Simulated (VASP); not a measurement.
Here is a VASP 6.6.1 calculation.

The input INCAR:

```
SYSTEM = CoO
  PREC = Accurate
  ENCUT = 520
  EDIFF = 1E-6
  ISMEAR = 0
  SIGMA = 0.05
  LREAL = .FALSE.
  LASPH = .TRUE.
  NELM = 150
  ALGO = Normal
  ISIF = 2
  LWAVE = .FALSE.
  LCHARG = .FALSE.
  ISPIN = 2
  MAGMOM = 2.58 -2.58 0 0
  LORBIT = 11
  LMAXMIX = 4
  GGA = PE
  NBANDS = 27
```

Contents of KPOINTS:

```
regular mesh
0
G
  14 14 14
  0 0 0
```

File POSCAR:

```
CoO
1.0
   -2.4181111658     -2.4181111658      4.4334544645
   -4.4334544645     -2.4181111658      2.4181111658
   -2.4181111658     -4.4334544645      2.4181111658
Co O
2 2
Direct
    0.0000000000      0.0000000000      0.0000000000
    0.5000000000      0.5000000000      0.5000000000
    1.2500003457     -0.7499996543     -0.7499996543
    1.7499996543     -0.2500003457     -0.2500003457
```

Potentials or basis: VASP PAW PBE potentials, release 64 (Co, O).

The run is started by

```console
$ cat potpaw_PBE.64/Co/POTCAR potpaw_PBE.64/O/POTCAR > POTCAR
$ mpirun -np 1 vasp_std > vasp.out
```

Q: Predict the site moments.

A: Co +2.39, -2.39; O +0.00 μB.

Q: What does it give for the net moment?

A: 0.00 μB per cell.

Stress tensor (GPa, compression positive):
```
-4.01 -0.22  0.22
-0.22 -4.01  0.22
 0.22  0.22 -4.01
```

Caveat: the cell stands under tension.
